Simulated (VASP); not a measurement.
# La (P6/mmm) in VASP: a series of runs

La is run at these levels: PBE; tasks: single point, relaxation of cell and atoms.

Program: VASP 6.6.1. These are calculated values, not measurements. Logs are shortened: lines on timing, memory, paths and dates and some standing lists are left out, and cuts for length are marked.

## (1) The cell of the first run

It takes space group P6/mmm (No. 191, hexagonal). Conventional cell: a = 5.730 Å, b = 5.730 Å, c = 3.408 Å, α = 90.00°, β = 90.00°, γ = 120.00°. Within 4.5 Å of La (site symmetry 6/mmm) lie 14 La at 3.41 to 3.72 Å. Within 4.4 Å of La (site symmetry -6m2) lie 11 La at 3.31 to 3.72 Å.

## (2) Single point, PBE

INCAR

```
PREC = Accurate
ENCUT = 520
EDIFF = 1E-7
ISMEAR = -1
SIGMA = 0.05
LREAL = False
LASPH = True
NELM = 80
ALGO = Normal
ISIF = 2
LWAVE = False
LCHARG = False
GGA = PE
NBANDS = 24
```

KPOINTS

```
Automatic mesh
0
Gamma
  7 7 9
```

POSCAR

```
La
1.0
    5.7300909630      0.0000000000      0.0000000000
   -2.8650454815      4.9624043400      0.0000000000
    0.0000000000      0.0000000000      3.4079444872
La
3
Direct
    0.0000000000      0.0000000000      0.0000000000
    0.3333333333      0.6666666667      0.5000000000
    0.6666666667      0.3333333333      0.5000000000
```

Potentials or basis: VASP PAW PBE potentials, release 64 (La).

Run with:

```bash
> cat potpaw_PBE.64/La/POTCAR > POTCAR
> mpirun -np 1 vasp_std > vasp.out
```

OUTCAR:

```text
PREC = Accurate
   ENCUT = 520
   EDIFF = 1E-7
   ISMEAR = -1
   LREAL = False
   LASPH = True
   NELM = 80
   ISIF = 2
   GGA = PE

 ion  position               nearest neighbor table
   1  0.000  0.000  0.000-
   2  0.333  0.667  0.500-   3 3.31   3 3.31   3 3.31
   3  0.667  0.333  0.500-   2 3.31   2 3.31   2 3.31

  LATTYP: Found a hexagonal cell.
 ALAT       =     5.7300909630
 C/A-ratio  =     0.5947452683

  Lattice vectors:

 A1 = (   5.7300909630,   0.0000000000,   0.0000000000)
 A2 = (  -2.8650454815,   4.9624043400,   0.0000000000)
 A3 = (   0.0000000000,   0.0000000000,   3.4079444872)

Analysis of symmetry for initial positions (statically):
=====================================================================
 Subroutine PRICEL returns:
 Original cell was already a primitive cell.

 Routine SETGRP: Setting up the symmetry group for a
 hexagonal supercell.

 Subroutine GETGRP returns: Found 24 space group operations
 (whereof 24 operations were pure point group operations)
 out of a pool of 24 trial point group operations.

The static configuration has the point symmetry D_6h.

Analysis of symmetry for dynamics (positions and initial velocities):
=====================================================================
 Subroutine PRICEL returns:
 Original cell was already a primitive cell.

 Routine SETGRP: Setting up the symmetry group for a
 hexagonal supercell.

 Subroutine GETGRP returns: Found 24 space group operations
 (whereof 24 operations were pure point group operations)
 out of a pool of 24 trial point group operations.

The dynamic configuration has the point symmetry D_6h.

 Subroutine INISYM returns: Found 24 space group operations
 (whereof 24 operations are pure point group operations),
 and found     1 'primitive' translations

----------------------------------------------------------------------------------------

                                     Primitive cell

  volume of cell :      96.9050

  direct lattice vectors                    reciprocal lattice vectors
     5.730090963  0.000000000  0.000000000     0.174517299  0.100757610  0.000000000
    -2.865045482  4.962404340  0.000000000     0.000000000  0.201515220  0.000000000
     0.000000000  0.000000000  3.407944487     0.000000000  0.000000000  0.293432010

  length of vectors
     5.730090963  5.730090963  3.407944487     0.201515220  0.201515220  0.293432010

  position of ions in fractional coordinates (direct lattice)
     0.000000000  0.000000000  0.000000000
     0.333333333  0.666666667  0.500000000
     0.666666667  0.333333333  0.500000000

  ion indices of the primitive-cell ions
   primitive index   ion index
                 1           1
                 2           2
                 3           3

----------------------------------------------------------------------------------------

 KPOINTS: Automatic mesh

Automatic generation of k-mesh.
 Grid dimensions read from file:
 generate k-points for:    7    7    9

 Generating k-lattice:

  Cartesian coordinates                     Fractional coordinates (reciprocal lattice)
     0.024931043  0.014393944  0.000000000     0.142857143  0.000000000  0.000000000
     0.000000000  0.028787889  0.000000000     0.000000000  0.142857143  0.000000000
     0.000000000  0.000000000  0.032603557     0.000000000  0.000000000  0.111111111

  Length of vectors
     0.028787889  0.028787889  0.032603557

  Shift w.r.t. Gamma in fractional coordinates (k-lattice)
     0.000000000  0.000000000  0.000000000

 Subroutine IBZKPT returns following result:
 ===========================================

 Found     40 irreducible k-points:

 Following reciprocal coordinates:
            Coordinates               Weight
  0.000000  0.000000  0.000000      1.000000
  0.142857  0.000000  0.000000      6.000000
  0.285714  0.000000  0.000000      6.000000
  0.428571  0.000000  0.000000      6.000000
  0.142857  0.142857  0.000000      6.000000
  0.285714  0.142857  0.000000     12.000000
[... 16 lines left out ...]
  0.428571  0.142857  0.222222     12.000000
  0.285714  0.285714  0.222222     12.000000
 [... further k-points ...]
   k-points           NKPTS =     40   k-points in BZ     NKDIM =     40   number of bands    NBANDS=     24
   number of dos      NEDOS =    301   number of ions     NIONS =      3
   total plane-waves  NPLWV =  64512
   dimension x,y,z NGX =    48 NGY =   48 NGZ =   28
   dimension x,y,z NGXF=    96 NGYF=   96 NGZF=   56
   ions per type =               3
   NGX,Y,Z   is equivalent  to a cutoff of  13.93, 13.93, 13.66 a.u.
   NGXF,Y,Z  is equivalent  to a cutoff of  27.85, 27.85, 27.32 a.u.
 SYSTEM =  unknown system
   PREC   = accura    normal or accurate (medium, high low for compatibility)
   ISTART =      0    job   : 0-new  1-cont  2-samecut
   ICHARG =      2    charge: 1-file 2-atom 10-const
   ISPIN  =      1    spin polarized calculation?
   LNONCOLLINEAR =      F non collinear calculations
   LSORBIT =      F    spin-orbit coupling
   LASPH  =      T    aspherical Exc in radial PAW
   ENCUT  =  520.0 eV  38.22 Ry    6.18 a.u.  10.65 10.65  6.34*2*pi/ulx,y,z
   NELM   =     80;   NELMIN=  2; NELMDL= -5     # of ELM steps
   EDIFF  = 0.1E-06   stopping-criterion for ELM
   LREAL  =      F    real-space projection
   EDIFFG = 0.1E-05   stopping-criterion for IOM
   NSW    =      0    number of steps for IOM
   IBRION =     -1    ionic relax: 0-MD 1-quasi-New 2-CG
   NFREE  =      0    steps in history (QN), initial steepest desc. (CG)
   ISIF   =      2    stress and relaxation
   ISYM   =      2    0-nonsym 1-usesym 2-fastsym
   POTIM  = 0.5000    time-step for ionic-motion
   TEBEG  =    0.0;   TEEND  =   0.0 temperature during run
   PSTRESS=    0.0 pullay stress
   NELECT =      33.0000    total number of electrons
   NUPDOWN=      -1.0000    fix difference up-down
   EMIN   =  10.00;   EMAX   =-10.00  energy-range for DOS
   EFERMI =   0.00;   METHOD = LEGACY
   ISMEAR =    -1;   SIGMA  =   0.05  broadening in eV -4-tet -1-fermi 0-gaus
   EFERMI_NEDOS =   21; number of points for ismear=-14 and -15
   IALGO  =     38    algorithm
   IMIX   =      4    mixing-type and parameters
     AMIX     =   0.40;   BMIX     =  1.00
     AMIX_MAG =   1.60;   BMIX_MAG =  1.00
  volume/ion in A,a.u.               =      32.30       217.98
  Fermi-wavevector in a.u.,A,eV,Ry     =   1.143222  2.160377 17.782238  1.306958
  Thomas-Fermi vector in A             =   2.279918
   LORBIT       =      0    0 simple, 1 ext, 2 COOP (PROOUT), +10 PAW based schemes
   GGA     = PE    functional components
   LHFCALC =     F    Hartree Fock is set to
   AEXX    =    0.0000 exact exchange contribution
   IVDW    =     0    specifies the selected vdW correction
   LEPSILON=     F    determine dielectric tensor
   LRPA    =     F    only Hartree local field effects (RPA)
 non-spin polarized calculation
  energy-cutoff  :      520.00
  volume of cell :       96.90
 maximum number of plane-waves:      2651
 NGX is ok and might be reduce to    48
   NGX = 21   NGY = 21   NGZ = 13

 number of electron      32.9999998 magnetization

 Free energy of the ion-electron system (eV)
  ---------------------------------------------------
  ext. energy  EPLUGINS =         0.00000000
  ---------------------------------------------------
  free energy    TOTEN  =       -14.39194135 eV

  energy without entropy =      -14.36509223  energy(sigma->0) =      -14.37851679

 E-fermi :   9.2485     XC(G=0): -10.1395

 val. band max:        9.2479824101   @ k =   0.1429   0.0000   0.2222
 cond. band min:       9.2661570113   @ k =   0.2857   0.2857   0.3333
 fundamental gap:      0.0181746012
 Fermi energy:         9.2484886673

 k-point     1 :       0.0000    0.0000    0.0000
  band No.  band energies     occupation
      1     -23.5195      2.00000
      2     -23.1386      2.00000
      3     -23.0688      2.00000
      4      -7.7833      2.00000
      5      -7.7833      2.00000
      6      -7.4129      2.00000
[... 16 lines left out ...]
     23      11.0970      0.00000
     24      11.3501      0.00000

 k-point     2 :       0.1429    0.0000    0.0000
  band No.  band energies     occupation
      1     -23.4970      2.00000
      2     -23.1463      2.00000
      3     -23.0860      2.00000
      4      -7.9208      2.00000
      5      -7.8515      2.00000
      6      -7.2375      2.00000
[... 16 lines left out ...]
     23      11.1048      0.00000
     24      11.2305      0.00000

 k-point     3 :       0.2857    0.0000    0.0000
  band No.  band energies     occupation
      1     -23.4349      2.00000
      2     -23.1727      2.00000
      3     -23.1273      2.00000
      4      -8.0950      2.00000
      5      -7.8179      2.00000
      6      -6.9591      2.00000
[... 16 lines left out ...]
     23      11.1272      0.00000
     24      11.1607      0.00000

 k-point     4 :       0.4286    0.0000    0.0000
  band No.  band energies     occupation
      1     -23.3512      2.00000
      2     -23.2369      2.00000
      3     -23.1513      2.00000
      4      -8.1928      2.00000
      5      -7.5973      2.00000
      6      -7.1379      2.00000
[... 16 lines left out ...]
     23      11.3051      0.00000
     24      11.3232      0.00000

 k-point     5 :       0.1429    0.1429    0.0000
  band No.  band energies     occupation
      1     -23.4547      2.00000
      2     -23.1604      2.00000
      3     -23.1182      2.00000
      4      -8.0038      2.00000
      5      -7.9063      2.00000
      6      -6.9895      2.00000
[... 451 lines left out ...]
 k-point    22 :       0.2857    0.1429    0.2222
  band No.  band energies     occupation
      1     -23.2942      2.00000
      2     -23.1271      2.00000
      3     -23.0921      2.00000
      4      -7.9562      2.00000
      5      -7.6679      2.00000
      6      -7.2500      2.00000
[... 16 lines left out ...]
     23      10.9157      0.00000
     24      11.0579      0.00000

 k-point    23 :       0.4286    0.1429    0.2222
  band No.  band energies     occupation
      1     -23.2371      2.00000
      2     -23.1722      2.00000
      3     -23.1059      2.00000
      4      -7.9863      2.00000
      5      -7.5556      2.00000
      6      -7.3830      2.00000
[... 16 lines left out ...]
     23      10.8460      0.00000
     24      11.1183      0.00000

 k-point    24 :       0.2857    0.2857    0.2222
  band No.  band energies     occupation
      1     -23.2277      2.00000
      2     -23.1527      2.00000
      3     -23.1352      2.00000
      4      -7.9518      2.00000
      5      -7.5689      2.00000
      6      -7.3871      2.00000
[... 16 lines left out ...]
     23      10.8262      0.00000
     24      11.1771      0.00000

 [... further k-points ...]
[... 5 lines left out ...]
  --------------------------------------------------------------------------------------
  -------------------------------------------------------------------------------------
  Total        2.7168879      2.7168879      2.6961579     -0.0000000     -0.0000000      0.0000000
  in kB       44.9196247     44.9196247     44.5768867     -0.0000000     -0.0000000      0.0000000
  external PRESSURE =      44.8053787 kB  Pullay stress =       0.0000000 kB

 VOLUME and BASIS-vectors are now :
 -----------------------------------------------------------------------------
  energy-cutoff  :      520.00
  volume of cell :       96.90
      direct lattice vectors                 reciprocal lattice vectors
     5.730090963  0.000000000  0.000000000     0.174517299  0.100757610  0.000000000
    -2.865045482  4.962404340  0.000000000     0.000000000  0.201515220  0.000000000
     0.000000000  0.000000000  3.407944487     0.000000000  0.000000000  0.293432010

 POSITION                                       TOTAL-FORCE (eV/Angst)
 -----------------------------------------------------------------------------------
      0.00000      0.00000      0.00000         0.000000      0.000000      0.000000
     -0.00000      3.30827      1.70397        -0.000000      0.000000     -0.000000
      2.86505      1.65413      1.70397         0.000000      0.000000      0.000000
 -----------------------------------------------------------------------------------
    total drift:                               -0.000000      0.000000     -0.000000

  FREE ENERGIE OF THE ION-ELECTRON SYSTEM (eV)
  ---------------------------------------------------
  free  energy   TOTEN  =       -14.3919413498 eV

  energy  without entropy=      -14.3650922274  energy(sigma->0) =      -14.37851679
```

Wall time 1.8 min (1 thread of AMD EPYC 9R45 (Zen 5), shared host); peak memory 0.26 GiB.

Results:

| Property | Result |
| --- | --- |
| Free energy | -14.3919 eV |
| Pressure | 4.5 GPa |

Caveat: spin-orbit coupling is left out, which moves the levels of the heavy elements.

[end of part 1 of 2]
